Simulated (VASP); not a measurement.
# SnO (Pmn2_1) in VASP: notebook, part 2 of 4

VASP 6.6.1. Earlier steps stand in the parts before.

## Step 3: Single point, LDA

This run uses another cell than the first one, of 20.90 Å³/atom.

INCAR reads:

```
PREC     = Accurate       # precision mode
ENCUT    = 520            # plane-wave cutoff, eV
EDIFF    = 1E-6           # SCF threshold, eV
ISMEAR   = -1             # smearing method
SIGMA    = 0.05           # smearing width, eV
LREAL    = F              # projectors in reciprocal space
LASPH    = T              # aspherical terms in the spheres
NELM     = 80             # most SCF steps
ALGO     = Normal         # electronic algorithm
ISIF     = 2              # what is computed and relaxed
LWAVE    = F              # write WAVECAR
LCHARG   = F              # write CHGCAR
GGA      = CA             # functional
NBANDS   = 28             # bands
```

KPOINTS reads:

```
Automatic mesh
0
Gamma
  8 5 6
```

POSCAR reads:

```
SnO
1.0
    3.3991548656      0.0000000000      0.0000000000
    0.0000000000      5.7487718259      0.0000000000
    0.0000000000      0.0000000000      4.2775286081
Sn O
2 2
Direct
    0.5000000000      0.7680910000      0.0131440000
    0.0000000000      0.2319090000      0.5131440000
    0.5000000000      0.1087500000      0.2368570000
    0.0000000000      0.8912500000      0.7368570000
```

Potentials or basis: VASP PAW LDA potentials, release 64 (Sn_d, O).

Started as:

```
$ cat potpaw_LDA.64/Sn_d/POTCAR potpaw_LDA.64/O/POTCAR > POTCAR
$ mpirun -np 1 vasp_std > vasp.out
```

OUTCAR:

```text
PREC = Accurate
   ENCUT = 520
   EDIFF = 1E-6
   ISMEAR = -1
   LREAL = F
   LASPH = T
   NELM = 80
   ISIF = 2
   GGA = CA

 ion  position               nearest neighbor table
   1  0.500  0.768  0.013-   3 2.18   4 2.19   4 2.19
   2  0.000  0.232  0.513-   4 2.18   3 2.19   3 2.19
   3  0.500  0.109  0.237-   1 2.18   2 2.19   2 2.19
   4  0.000  0.891  0.737-   2 2.18   1 2.19   1 2.19

  LATTYP: Found a simple orthorhombic cell.
 ALAT       =     3.3991548656
 B/A-ratio  =     1.2584094509
 C/A-ratio  =     1.6912356316

  Lattice vectors:

 A1 = (  -3.3991548656,   0.0000000000,   0.0000000000)
 A2 = (   0.0000000000,   0.0000000000,   4.2775286081)
 A3 = (   0.0000000000,   5.7487718259,   0.0000000000)

Analysis of symmetry for initial positions (statically):
=====================================================================
 Subroutine PRICEL returns:
 Original cell was already a primitive cell.

 Routine SETGRP: Setting up the symmetry group for a
 simple orthorhombic supercell.

 Subroutine GETGRP returns: Found  4 space group operations
 (whereof  2 operations were pure point group operations)
 out of a pool of  8 trial point group operations.

The static configuration has the point symmetry C_1h.
 The point group associated with its full space group is C_2v.

Analysis of symmetry for dynamics (positions and initial velocities):
=====================================================================
 Subroutine PRICEL returns:
 Original cell was already a primitive cell.

 Routine SETGRP: Setting up the symmetry group for a
 simple orthorhombic supercell.

 Subroutine GETGRP returns: Found  4 space group operations
 (whereof  2 operations were pure point group operations)
 out of a pool of  8 trial point group operations.

The dynamic configuration has the point symmetry C_1h.
 The point group associated with its full space group is C_2v.

 Subroutine INISYM returns: Found  4 space group operations
 (whereof  2 operations are pure point group operations),
 and found     1 'primitive' translations

----------------------------------------------------------------------------------------

                                     Primitive cell

  volume of cell :      83.5870

  direct lattice vectors                    reciprocal lattice vectors
     3.399154866  0.000000000  0.000000000     0.294190774  0.000000000  0.000000000
     0.000000000  5.748771826  0.000000000     0.000000000  0.173950198  0.000000000
     0.000000000  0.000000000  4.277528608     0.000000000  0.000000000  0.233779851

  length of vectors
     3.399154866  5.748771826  4.277528608     0.294190774  0.173950198  0.233779851

  position of ions in fractional coordinates (direct lattice)
     0.500000000  0.768091000  0.013144000
     0.000000000  0.231909000  0.513144000
     0.500000000  0.108750000  0.236857000
     0.000000000  0.891250000  0.736857000

  ion indices of the primitive-cell ions
   primitive index   ion index
                 1           1
                 2           2
                 3           3
                 4           4

----------------------------------------------------------------------------------------

 KPOINTS: Automatic mesh

Automatic generation of k-mesh.
 Grid dimensions read from file:
 generate k-points for:    8    5    6

 Generating k-lattice:

  Cartesian coordinates                     Fractional coordinates (reciprocal lattice)
     0.036773847  0.000000000  0.000000000     0.125000000  0.000000000  0.000000000
     0.000000000  0.034790040  0.000000000     0.000000000  0.200000000  0.000000000
     0.000000000  0.000000000  0.038963308     0.000000000  0.000000000  0.166666667

  Length of vectors
     0.036773847  0.034790040  0.038963308

  Shift w.r.t. Gamma in fractional coordinates (k-lattice)
     0.000000000  0.000000000  0.000000000

 Subroutine IBZKPT returns following result:
 ===========================================

 Found     60 irreducible k-points:

 Following reciprocal coordinates:
            Coordinates               Weight
  0.000000  0.000000  0.000000      1.000000
  0.125000  0.000000  0.000000      2.000000
  0.250000  0.000000  0.000000      2.000000
  0.375000  0.000000  0.000000      2.000000
  0.500000  0.000000  0.000000      1.000000
  0.000000  0.200000  0.000000      2.000000
[... 16 lines left out ...]
  0.250000  0.200000  0.166667      8.000000
  0.375000  0.200000  0.166667      8.000000
 [... further k-points ...]
   k-points           NKPTS =     60   k-points in BZ     NKDIM =     60   number of bands    NBANDS=     28
   number of dos      NEDOS =    301   number of ions     NIONS =      4
   total plane-waves  NPLWV =  43008
   dimension x,y,z NGX =    28 NGY =   48 NGZ =   32
   dimension x,y,z NGXF=    56 NGYF=   96 NGZF=   64
   ions per type =               2   2
   NGX,Y,Z   is equivalent  to a cutoff of  13.69, 13.88, 12.44 a.u.
   NGXF,Y,Z  is equivalent  to a cutoff of  27.39, 27.76, 24.87 a.u.
 SYSTEM =  unknown system
   PREC   = accura    normal or accurate (medium, high low for compatibility)
   ISTART =      0    job   : 0-new  1-cont  2-samecut
   ICHARG =      2    charge: 1-file 2-atom 10-const
   ISPIN  =      1    spin polarized calculation?
   LNONCOLLINEAR =      F non collinear calculations
   LSORBIT =      F    spin-orbit coupling
   LASPH  =      T    aspherical Exc in radial PAW
   ENCUT  =  520.0 eV  38.22 Ry    6.18 a.u.   6.32 10.69  7.95*2*pi/ulx,y,z
   NELM   =     80;   NELMIN=  2; NELMDL= -5     # of ELM steps
   EDIFF  = 0.1E-05   stopping-criterion for ELM
   LREAL  =      F    real-space projection
[... 7 lines left out ...]
   TEBEG  =    0.0;   TEEND  =   0.0 temperature during run
   PSTRESS=    0.0 pullay stress
   NELECT =      40.0000    total number of electrons
   NUPDOWN=      -1.0000    fix difference up-down
   EMIN   =  10.00;   EMAX   =-10.00  energy-range for DOS
   EFERMI =   0.00;   METHOD = LEGACY
   ISMEAR =    -1;   SIGMA  =   0.05  broadening in eV -4-tet -1-fermi 0-gaus
   EFERMI_NEDOS =   21; number of points for ismear=-14 and -15
   IALGO  =     38    algorithm
   IMIX   =      4    mixing-type and parameters
     AMIX     =   0.40;   BMIX     =  1.00
     AMIX_MAG =   1.60;   BMIX_MAG =  1.00
  volume/ion in A,a.u.               =      20.90       141.02
  Fermi-wavevector in a.u.,A,eV,Ry     =   1.280507  2.419807 22.309437  1.639697
  Thomas-Fermi vector in A             =   2.412931
   LORBIT       =      0    0 simple, 1 ext, 2 COOP (PROOUT), +10 PAW based schemes
   GGA     = CA    functional components
   LHFCALC =     F    Hartree Fock is set to
   AEXX    =    0.0000 exact exchange contribution
   IVDW    =     0    specifies the selected vdW correction
   LEPSILON=     F    determine dielectric tensor
   LRPA    =     F    only Hartree local field effects (RPA)
 non-spin polarized calculation
  energy-cutoff  :      520.00
  volume of cell :       83.59
 maximum number of plane-waves:      2276
 NGX is ok and might be reduce to    28
   NGX = 13   NGY = 21   NGZ = 15

 number of electron      39.9999997 magnetization

 Free energy of the ion-electron system (eV)
  ---------------------------------------------------
  ext. energy  EPLUGINS =         0.00000000
  ---------------------------------------------------
  free energy    TOTEN  =       -25.05583685 eV

  energy without entropy =      -25.05583684  energy(sigma->0) =      -25.05583685

 E-fermi :   4.8109     XC(G=0):  -9.7811

 val. band max:        4.0758408467   @ k =   0.0000   0.0000   0.0000
 cond. band min:       5.5684896557   @ k =   0.3750   0.4000   0.0000
 fundamental gap:      1.4926488090
 Fermi energy:         4.8109055221

 k-point     1 :       0.0000    0.0000    0.0000
  band No.  band energies     occupation
      1     -16.8744      2.00000
      2     -16.6268      2.00000
      3     -16.5549      2.00000
      4     -16.5340      2.00000
      5     -16.5103      2.00000
      6     -16.4777      2.00000
[... 20 lines left out ...]
     27      12.6282      0.00000
     28      13.1434      0.00000

 k-point     2 :       0.1250    0.0000    0.0000
  band No.  band energies     occupation
      1     -16.8669      2.00000
      2     -16.6126      2.00000
      3     -16.5623      2.00000
      4     -16.5472      2.00000
      5     -16.5170      2.00000
      6     -16.4786      2.00000
[... 674 lines left out ...]
 k-point    24 :       0.3750    0.2000    0.1667
  band No.  band energies     occupation
      1     -16.8546      2.00000
      2     -16.7819      2.00000
      3     -16.5298      2.00000
      4     -16.5203      2.00000
      5     -16.4946      2.00000
      6     -16.4868      2.00000
[... 20 lines left out ...]
     27      12.8599      0.00000
     28      13.8758      0.00000

 [... further k-points ...]
[... 5 lines left out ...]
  --------------------------------------------------------------------------------------
  -------------------------------------------------------------------------------------
  Total       -4.5874116     -3.8601816     -3.4085316      0.0000000      0.0000000      0.0000000
  in kB      -87.9304600    -73.9910803    -65.3339561      0.0000000      0.0000000      0.0000000
  external PRESSURE =     -75.7518321 kB  Pullay stress =       0.0000000 kB

 VOLUME and BASIS-vectors are now :
 -----------------------------------------------------------------------------
  energy-cutoff  :      520.00
  volume of cell :       83.59
      direct lattice vectors                 reciprocal lattice vectors
     3.399154866  0.000000000  0.000000000     0.294190774  0.000000000  0.000000000
     0.000000000  5.748771826  0.000000000     0.000000000  0.173950198  0.000000000
     0.000000000  0.000000000  4.277528608     0.000000000  0.000000000  0.233779851

 POSITION                                       TOTAL-FORCE (eV/Angst)
 -----------------------------------------------------------------------------------
      1.69958      4.41558      0.05622         0.000000      1.086139     -0.340617
      0.00000      1.33319      2.19499         0.000000     -1.086139     -0.340617
      1.69958      0.62518      1.01316         0.000000     -0.202743      0.340617
      0.00000      5.12359      3.15193         0.000000      0.202743      0.340617
 -----------------------------------------------------------------------------------
    total drift:                                0.000000      0.000000      0.002855

  FREE ENERGIE OF THE ION-ELECTRON SYSTEM (eV)
  ---------------------------------------------------
  free  energy   TOTEN  =       -25.0558368537 eV

  energy  without entropy=      -25.0558368382  energy(sigma->0) =      -25.05583685
```

Wall time 58 s (1 thread of AMD EPYC 9R45 (Zen 5), shared host); peak memory 0.21 GiB.

What came out:

| Item | Value |
| --- | --- |
| Free energy | -25.0558 eV |
| Pressure | -7.6 GPa |
| Largest force | 1.138 eV/Å |
| Band gap on the k mesh | 1.49 eV (least direct gap 2.10 eV) |

Forces on the atoms (eV/Å):
```
Sn   0.000  1.086 -0.341
Sn   0.000 -1.086 -0.341
O    0.000 -0.203  0.341
O    0.000  0.203  0.341
```

Caveat: the cell stands under tension; spin-orbit coupling is left out, which moves the levels of the heavy elements; forces of over 1 eV/Å act on the atoms, so gaps and moduli don't describe the material at rest. A k mesh can miss the band edges.

(Continued in part 3 of 4.)
